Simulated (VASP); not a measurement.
Write the native input for VASP 6.6.1 that does the following.

```
Task                   : single point
Functional             : PBE
Potentials or basis    : VASP PAW PBE potentials, release 64 (Cu, H)
Cutoff                 : 520 eV
k mesh                 : 4 × 4 × 6
Occupations            : gaussian, width 0.1 eV
Spin                   : no spin polarisation
Dipole correction      : no
Further INCAR settings : ALGO = Normal; EDIFF = 1e-06; NBANDS = 22
```

The structure of CuH2 lies in POSCAR:

```
CuH2
1.0
    4.8628382808      0.0000000000      0.0000000000
    0.0000000000      5.2282333722      0.0000000000
    0.0000000000      0.0000000000      2.3854580776
Cu H
2 4
Direct
    0.0000000000      0.0000000000      0.0000000000
    0.5000000000      0.5000000000      0.5000000000
    0.6712144174      0.6396384549      0.0000000000
    0.8287855826      0.1396384549      0.5000000000
    0.1712144174      0.8603615451      0.5000000000
    0.3287855826      0.3603615451      0.0000000000
```

One way to write it, as run:

INCAR

```
PREC = Accurate
ENCUT = 520
EDIFF = 1E-6
ISMEAR = 0
SIGMA = 0.1
LREAL = False
LASPH = True
NELM = 100
ALGO = Normal
ISIF = 2
LWAVE = False
LCHARG = True
GGA = PE
LELF = True
LVHAR = True
NBANDS = 22
```

KPOINTS

```
Automatic mesh
0
Gamma
  4 4 6
```

Potentials or basis: VASP PAW PBE potentials, release 64 (Cu, H).

The run is started by

```bash
$ cat potpaw_PBE.64/Cu/POTCAR potpaw_PBE.64/H/POTCAR > POTCAR
$ mpirun -np 1 vasp_std > vasp.out
```

Results of the run:

| Item | Value |
| --- | --- |
| Pressure | -0.2 GPa |
| Largest force | 0.011 eV/Å |
| Band gap on the k mesh | zero (band 13 reaches 4.44 eV, above the bottom of band 14 at -0.91 eV) |

Caveat: the k points lie up to 0.44 Å⁻¹ apart.

Wall time 19 s on 1 thread of Intel(R) Xeon(R) Platinum 8488C (Sapphire Rapids), on a shared host, peak memory 0.18 GiB.
